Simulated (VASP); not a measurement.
# WC (F-43m) in VASP: notebook

The runs below take WC through single point, relaxation of cell and atoms, with PBE.

Program: VASP 6.6.1. These are calculated values, not measurements. Logs are shortened: lines on timing, memory, paths and dates and some standing lists are left out, and cuts for length are marked.

## (1) The cell of the first run

The structure is cubic, space group F-43m (No. 216). The conventional cell has a = 4.698 Å, b = 4.698 Å, c = 4.698 Å, α = 90.00°, β = 90.00°, γ = 90.00°. W (site symmetry -43m) has 4 C at 2.03 Å within 2.7 Å. Within 2.7 Å of C (site symmetry -43m) lie 4 W at 2.03 Å.

The cell was built from a structure type or drawn by symmetry, and may not be a known phase.

## (2) Single point, PBE

Contents of INCAR:

```
SYSTEM = WC
PREC = Accurate
ENCUT = 520
EDIFF = 1E-6
ISMEAR = 0
SIGMA = 0.1
LREAL = .False.
LASPH = .True.
NELM = 100
ALGO = Normal
ISIF = 2
LWAVE = .False.
LCHARG = .False.
GGA = PE
NBANDS = 16
```

Contents of KPOINTS:

```
regular mesh
0
Gamma
  20 20 20
  0 0 0
```

Contents of POSCAR:

```
WC
1.0
    0.0000000000      2.3491787896      2.3491787896
    2.3491787896      0.0000000000      2.3491787896
    2.3491787896      2.3491787896      0.0000000000
W C
1 1
Direct
    0.0000000000      0.0000000000      0.0000000000
    0.2500000000      0.2500000000      0.2500000000
```

Potentials or basis: VASP PAW PBE potentials, release 64 (W_sv, C).

Started as:

```bash
$ cat potpaw_PBE.64/W_sv/POTCAR potpaw_PBE.64/C/POTCAR > POTCAR
$ mpirun -np 1 vasp_std > vasp.out
```

OUTCAR:

```text
SYSTEM = WC
   PREC = Accurate
   ENCUT = 520
   EDIFF = 1E-6
   ISMEAR = 0
   LREAL = .False.
   LASPH = .True.
   NELM = 100
   ISIF = 2
   GGA = PE

 ion  position               nearest neighbor table
   1  0.000  0.000  0.000-   2 2.03   2 2.03   2 2.03   2 2.03
   2  0.250  0.250  0.250-   1 2.03   1 2.03   1 2.03   1 2.03

  LATTYP: Found a face centered cubic cell.
 ALAT       =     4.6983575792

  Lattice vectors:

 A1 = (   0.0000000000,   2.3491787896,   2.3491787896)
 A2 = (   2.3491787896,   0.0000000000,   2.3491787896)
 A3 = (   2.3491787896,   2.3491787896,   0.0000000000)

Analysis of symmetry for initial positions (statically):
=====================================================================
 Subroutine PRICEL returns:
 Original cell was already a primitive cell.

 Routine SETGRP: Setting up the symmetry group for a
 face centered cubic supercell.

 Subroutine GETGRP returns: Found 24 space group operations
 (whereof 24 operations were pure point group operations)
 out of a pool of 48 trial point group operations.

The static configuration has the point symmetry T_d .

Analysis of symmetry for dynamics (positions and initial velocities):
=====================================================================
 Subroutine PRICEL returns:
 Original cell was already a primitive cell.

 Routine SETGRP: Setting up the symmetry group for a
 face centered cubic supercell.

 Subroutine GETGRP returns: Found 24 space group operations
 (whereof 24 operations were pure point group operations)
 out of a pool of 48 trial point group operations.

The dynamic configuration has the point symmetry T_d .

 Subroutine INISYM returns: Found 24 space group operations
 (whereof 24 operations are pure point group operations),
 and found     1 'primitive' translations

----------------------------------------------------------------------------------------

                                     Primitive cell

  volume of cell :      25.9285

  direct lattice vectors                    reciprocal lattice vectors
     0.000000000  2.349178790  2.349178790    -0.212840335  0.212840335  0.212840335
     2.349178790  0.000000000  2.349178790     0.212840335 -0.212840335  0.212840335
     2.349178790  2.349178790  0.000000000     0.212840335  0.212840335 -0.212840335

  length of vectors
     3.322240505  3.322240505  3.322240505     0.368650274  0.368650274  0.368650274

  position of ions in fractional coordinates (direct lattice)
     0.000000000  0.000000000  0.000000000
     0.250000000  0.250000000  0.250000000

  ion indices of the primitive-cell ions
   primitive index   ion index
                 1           1
                 2           2

----------------------------------------------------------------------------------------

 KPOINTS: regular mesh

Automatic generation of k-mesh.
 Grid dimensions read from file:
 generate k-points for:   20   20   20

 Generating k-lattice:

  Cartesian coordinates                     Fractional coordinates (reciprocal lattice)
    -0.010642017  0.010642017  0.010642017     0.050000000  0.000000000  0.000000000
     0.010642017 -0.010642017  0.010642017     0.000000000  0.050000000  0.000000000
     0.010642017  0.010642017 -0.010642017     0.000000000  0.000000000  0.050000000

  Length of vectors
     0.018432514  0.018432514  0.018432514

  Shift w.r.t. Gamma in fractional coordinates (k-lattice)
     0.000000000  0.000000000  0.000000000

 Subroutine IBZKPT returns following result:
 ===========================================

 Found    256 irreducible k-points:

 Following reciprocal coordinates:
            Coordinates               Weight
  0.000000  0.000000  0.000000      1.000000
  0.050000  0.000000  0.000000      8.000000
  0.100000  0.000000  0.000000      8.000000
  0.150000  0.000000  0.000000      8.000000
  0.200000  0.000000  0.000000      8.000000
  0.250000  0.000000  0.000000      8.000000
[... 16 lines left out ...]
 -0.400000  0.050000  0.000000     24.000000
 -0.350000  0.050000  0.000000     24.000000
 [... further k-points ...]
   k-points           NKPTS =    256   k-points in BZ     NKDIM =    256   number of bands    NBANDS=     16
   number of dos      NEDOS =    301   number of ions     NIONS =      2
   total plane-waves  NPLWV =  21952
   dimension x,y,z NGX =    28 NGY =   28 NGZ =   28
   dimension x,y,z NGXF=    56 NGYF=   56 NGZF=   56
   ions per type =               1   1
   NGX,Y,Z   is equivalent  to a cutoff of  14.01, 14.01, 14.01 a.u.
   NGXF,Y,Z  is equivalent  to a cutoff of  28.02, 28.02, 28.02 a.u.
 SYSTEM =  WC
   PREC   = accura    normal or accurate (medium, high low for compatibility)
   ISTART =      0    job   : 0-new  1-cont  2-samecut
   ICHARG =      2    charge: 1-file 2-atom 10-const
   ISPIN  =      1    spin polarized calculation?
   LNONCOLLINEAR =      F non collinear calculations
   LSORBIT =      F    spin-orbit coupling
   LASPH  =      T    aspherical Exc in radial PAW
   ENCUT  =  520.0 eV  38.22 Ry    6.18 a.u.   6.18  6.18  6.18*2*pi/ulx,y,z
   NELM   =    100;   NELMIN=  2; NELMDL= -5     # of ELM steps
   EDIFF  = 0.1E-05   stopping-criterion for ELM
   LREAL  =      F    real-space projection
   EDIFFG = 0.1E-04   stopping-criterion for IOM
   NSW    =      0    number of steps for IOM
   IBRION =     -1    ionic relax: 0-MD 1-quasi-New 2-CG
   NFREE  =      0    steps in history (QN), initial steepest desc. (CG)
   ISIF   =      2    stress and relaxation
   ISYM   =      2    0-nonsym 1-usesym 2-fastsym
   POTIM  = 0.5000    time-step for ionic-motion
   TEBEG  =    0.0;   TEEND  =   0.0 temperature during run
   PSTRESS=    0.0 pullay stress
   NELECT =      18.0000    total number of electrons
   NUPDOWN=      -1.0000    fix difference up-down
   EMIN   =  10.00;   EMAX   =-10.00  energy-range for DOS
   EFERMI =   0.00;   METHOD = LEGACY
   ISMEAR =     0;   SIGMA  =   0.10  broadening in eV -4-tet -1-fermi 0-gaus
   EFERMI_NEDOS =   21; number of points for ismear=-14 and -15
   IALGO  =     38    algorithm
   IMIX   =      4    mixing-type and parameters
     AMIX     =   0.40;   BMIX     =  1.00
     AMIX_MAG =   1.60;   BMIX_MAG =  1.00
  volume/ion in A,a.u.               =      12.96        87.49
  Fermi-wavevector in a.u.,A,eV,Ry     =   1.449571  2.739293 28.589338  2.101257
  Thomas-Fermi vector in A             =   2.567283
   LORBIT       =      0    0 simple, 1 ext, 2 COOP (PROOUT), +10 PAW based schemes
   GGA     = PE    functional components
   LHFCALC =     F    Hartree Fock is set to
   AEXX    =    0.0000 exact exchange contribution
   IVDW    =     0    specifies the selected vdW correction
   LEPSILON=     F    determine dielectric tensor
   LRPA    =     F    only Hartree local field effects (RPA)
 non-spin polarized calculation
 Gauss-broadening in eV      SIGMA  =   0.10
  energy-cutoff  :      520.00
  volume of cell :       25.93
 maximum number of plane-waves:       725
 NGX is ok and might be reduce to    28
   NGX = 13   NGY = 13   NGZ = 13

 number of electron      18.0000001 magnetization

 Free energy of the ion-electron system (eV)
  ---------------------------------------------------
  ext. energy  EPLUGINS =         0.00000000
  ---------------------------------------------------
  free energy    TOTEN  =       -21.09573138 eV

  energy without entropy =      -21.09000108  energy(sigma->0) =      -21.09286623

 E-fermi :   8.8718     XC(G=0): -12.3207

 val. band max:        8.8715666954   @ k =   0.2500   0.0500   0.0000
 cond. band min:       8.8732177833   @ k =   0.1000   0.0500   0.0000
 fundamental gap:      0.0016510879
 Fermi energy:         8.8718485742

 k-point     1 :       0.0000    0.0000    0.0000
  band No.  band energies     occupation
      1     -65.8889      2.00000
      2     -30.0196      2.00000
      3     -30.0196      2.00000
      4     -30.0196      2.00000
      5      -4.8554      2.00000
      6       3.2455      2.00000
[... 8 lines left out ...]
     15      22.9333      0.00000
     16      22.9333      0.00000

 k-point     2 :       0.0500    0.0000    0.0000
  band No.  band energies     occupation
      1     -65.8885      2.00000
      2     -30.0273      2.00000
      3     -30.0208      2.00000
      4     -30.0208      2.00000
      5      -4.8076      2.00000
      6       3.2016      2.00000
[... 8 lines left out ...]
     15      22.3944      0.00000
     16      22.9241      0.00000

 k-point     3 :       0.1000    0.0000    0.0000
  band No.  band energies     occupation
      1     -65.8875      2.00000
      2     -30.0494      2.00000
      3     -30.0241      2.00000
      4     -30.0241      2.00000
      5      -4.6682      2.00000
      6       3.0856      2.00000
[... 8 lines left out ...]
     15      21.2651      0.00000
     16      22.9154      0.00000

 k-point     4 :       0.1500    0.0000    0.0000
  band No.  band energies     occupation
      1     -65.8859      2.00000
      2     -30.0836      2.00000
      3     -30.0292      2.00000
      4     -30.0292      2.00000
      5      -4.4497      2.00000
      6       2.9372      2.00000
[... 8 lines left out ...]
     15      19.9856      0.00000
     16      22.9620      0.00000

 k-point     5 :       0.2000    0.0000    0.0000
  band No.  band energies     occupation
      1     -65.8840      2.00000
      2     -30.1265      2.00000
      3     -30.0356      2.00000
      4     -30.0356      2.00000
      5      -4.1730      2.00000
      6       2.8040      2.00000
[... 8 lines left out ...]
     15      18.7880      0.00000
     16      23.1370      0.00000

 k-point     6 :       0.2500    0.0000    0.0000
  band No.  band energies     occupation
      1     -65.8818      2.00000
      2     -30.1737      2.00000
      3     -30.0428      2.00000
      4     -30.0428      2.00000
      5      -3.8670      2.00000
      6       2.7300      2.00000
[... 8 lines left out ...]
     15      17.9149      0.00000
     16      23.4832      0.00000

 k-point     7 :       0.3000    0.0000    0.0000
  band No.  band energies     occupation
      1     -65.8796      2.00000
      2     -30.2204      2.00000
      3     -30.0499      2.00000
      4     -30.0499      2.00000
      5      -3.5660      2.00000
      6       2.7459      2.00000
[... 8 lines left out ...]
     15      17.7262      0.00000
     16      23.9695      0.00000

 k-point     8 :       0.3500    0.0000    0.0000
  band No.  band energies     occupation
      1     -65.8776      2.00000
      2     -30.2622      2.00000
      3     -30.0563      2.00000
      4     -30.0563      2.00000
      5      -3.3039      2.00000
      6       2.8596      2.00000
[... 8 lines left out ...]
     15      18.2676      0.00000
     16      24.5003      0.00000

 k-point     9 :       0.4000    0.0000    0.0000
  band No.  band energies     occupation
      1     -65.8761      2.00000
      2     -30.2952      2.00000
      3     -30.0614      2.00000
      4     -30.0614      2.00000
      5      -3.1063      2.00000
      6       3.0417      2.00000
[... 8 lines left out ...]
     15      19.0684      0.00000
     16      24.9606      0.00000
[... 172 lines left out ...]
 k-point    19 :       0.4000    0.0500    0.0000
  band No.  band energies     occupation
      1     -65.8764      2.00000
      2     -30.2840      2.00000
      3     -30.0641      2.00000
      4     -30.0620      2.00000
      5      -3.1350      2.00000
      6       2.9626      2.00000
[... 8 lines left out ...]
     15      18.8665      0.00000
     16      24.4727      0.00000

 k-point    20 :       0.4500    0.0500    0.0000
  band No.  band energies     occupation
      1     -65.8752      2.00000
      2     -30.3088      2.00000
      3     -30.0672      2.00000
      4     -30.0669      2.00000
      5      -2.9894      2.00000
      6       3.1621      2.00000
[... 8 lines left out ...]
     15      19.6146      0.00000
     16      24.9345      0.00000

 k-point    21 :       0.5000    0.0500    0.0000
  band No.  band energies     occupation
      1     -65.8746      2.00000
      2     -30.3205      2.00000
      3     -30.0704      2.00000
      4     -30.0675      2.00000
      5      -2.9231      2.00000
      6       3.2908      2.00000
[... 8 lines left out ...]
     15      20.0540      0.00000
     16      25.0409      0.00000

 k-point    22 :      -0.4500    0.0500    0.0000
  band No.  band energies     occupation
      1     -65.8747      2.00000
      2     -30.3181      2.00000
      3     -30.0713      2.00000
      4     -30.0658      2.00000
      5      -2.9364      2.00000
      6       3.2687      2.00000
[... 8 lines left out ...]
     15      19.9579      0.00000
     16      24.8918      0.00000

 k-point    23 :      -0.4000    0.0500    0.0000
  band No.  band energies     occupation
      1     -65.8755      2.00000
      2     -30.3018      2.00000
      3     -30.0699      2.00000
      4     -30.0620      2.00000
      5      -3.0295      2.00000
      6       3.1108      2.00000
[... 8 lines left out ...]
     15      19.3798      0.00000
     16      24.5773      0.00000

 k-point    24 :      -0.3500    0.0500    0.0000
  band No.  band energies     occupation
      1     -65.8769      2.00000
      2     -30.2730      2.00000
      3     -30.0662      2.00000
      4     -30.0564      2.00000
      5      -3.2009      2.00000
      6       2.9120      2.00000
[... 8 lines left out ...]
     15      18.5948      0.00000
     16      24.0834      0.00000

 [... further k-points ...]

------------------------ aborting loop because EDIFF is reached ----------------------------------------

  FORCE on cell =-STRESS in cart. coord.  units (eV):
  Direction    XX          YY          ZZ          XY          YZ          ZX
  --------------------------------------------------------------------------------------
  -------------------------------------------------------------------------------------
  Total        0.1171836      0.1171836      0.1171836      0.0000000      0.0000000      0.0000000
  in kB        7.2410141      7.2410141      7.2410141      0.0000000      0.0000000      0.0000000
  external PRESSURE =       7.2410141 kB  Pullay stress =       0.0000000 kB

 VOLUME and BASIS-vectors are now :
 -----------------------------------------------------------------------------
  energy-cutoff  :      520.00
  volume of cell :       25.93
      direct lattice vectors                 reciprocal lattice vectors
     0.000000000  2.349178790  2.349178790    -0.212840335  0.212840335  0.212840335
     2.349178790  0.000000000  2.349178790     0.212840335 -0.212840335  0.212840335
     2.349178790  2.349178790  0.000000000     0.212840335  0.212840335 -0.212840335

 POSITION                                       TOTAL-FORCE (eV/Angst)
 -----------------------------------------------------------------------------------
      0.00000      0.00000      0.00000         0.000000      0.000000      0.000000
      1.17459      1.17459      1.17459        -0.000000     -0.000000     -0.000000
 -----------------------------------------------------------------------------------
    total drift:                                0.000000      0.000000      0.000000

  FREE ENERGIE OF THE ION-ELECTRON SYSTEM (eV)
  ---------------------------------------------------
  free  energy   TOTEN  =       -21.0957313815 eV

  energy  without entropy=      -21.0900010755  energy(sigma->0) =      -21.09286623
```

It took 60 s on 1 thread of Intel Xeon Platinum 8488C (Sapphire Rapids), shared host; peak memory 0.24 GiB.

Results:

* Free energy: -21.0957 eV
* Pressure: 0.7 GPa
* Band gap on the k mesh: zero (bands 9 and 10 overlap by 1.13 eV)

Caveat: spin-orbit coupling is left out, which moves the levels of the heavy elements.

## (3) Relaxation of cell and atoms, PBE

Contents of INCAR:

```
SYSTEM = WC
ALGO = Normal
EDIFF = 1E-6
EDIFFG = -0.01
ENCUT = 600
GGA = PE
IBRION = 2
ISIF = 3
ISMEAR = 0
LASPH = .True.
LCHARG = .False.
LREAL = .False.
LWAVE = .False.
NELM = 100
NSW = 100
PREC = Accurate
SIGMA = 0.1
```

Contents of KPOINTS:

```
k-points
0
Gamma
  20 20 20
  0 0 0
```

Contents of POSCAR:

```
WC
1.0
    0.0000000000      2.3498884182      2.3498884182
    2.3498884182      0.0000000000      2.3498884182
    2.3498884182      2.3498884182      0.0000000000
W C
1 1
Direct
    0.0000000000      0.0000000000      0.0000000000
    0.2500000000      0.2500000000      0.2500000000
```

Potentials or basis: VASP PAW PBE potentials, release 64 (W_sv, C).

Started as:

```bash
$ cat potpaw_PBE.64/W_sv/POTCAR potpaw_PBE.64/C/POTCAR > POTCAR
$ mpirun -np 1 vasp_std > vasp.out
```

Run time: 2 min. Hardware: 1 thread of Intel Xeon Platinum 8488C (Sapphire Rapids), shared host; peak memory 0.25 GiB.

Results (log left out):

```yaml
Free_energy: -21.0969 eV
Relaxed_volume: 13.00 Å³/atom
Relaxed_cell: a = 3.325 Å, b = 3.325 Å, c = 3.325 Å, α = 60.00°, β = 60.00°, γ = 60.00°
Space_group_after_relaxing_to_0.1_Å: F-43m (No. 216)
Energy_gained_by_relaxing: 0.0 meV/atom
Ionic_steps: 3
Pressure_after_relaxing: 0.0 GPa
Band_gap_on_the_k_mesh: zero (bands 9 and 10 overlap by 1.12 eV)
```

Final structure:
```xyz
2
Lattice="0.0000 2.3511 2.3511 2.3511 0.0000 2.3511 2.3511 2.3511 0.0000" Properties=species:S:1:pos:R:3 pbc="T T T"
W     0.0000    0.0000    0.0000
C     1.1756    1.1756    1.1756
```

Levels at points of the mesh, in eV from the Fermi level:
| k point | band 5 | band 6 | band 7 | band 8 | band 9 | band 10 | band 11 | band 12 | band 13 |
| --- | --- | --- | --- | --- | --- | --- | --- | --- | --- |
| (0.00, 0.00, 0.00) | -13.71 | -5.61 | -5.61 | -5.61 | -0.04 | -0.04 | 2.66 | 7.53 | 7.53 |
| (0.50, 0.00, 0.00) | -11.81 | -5.57 | -4.91 | -4.91 | 0.81 | 0.81 | 1.17 | 5.01 | 5.01 |
| (0.50, 0.50, 0.00) | -11.09 | -7.30 | -2.68 | -2.68 | -2.11 | 1.52 | 1.79 | 2.74 | 2.74 |

Caveat: spin-orbit coupling is left out, which moves the levels of the heavy elements.
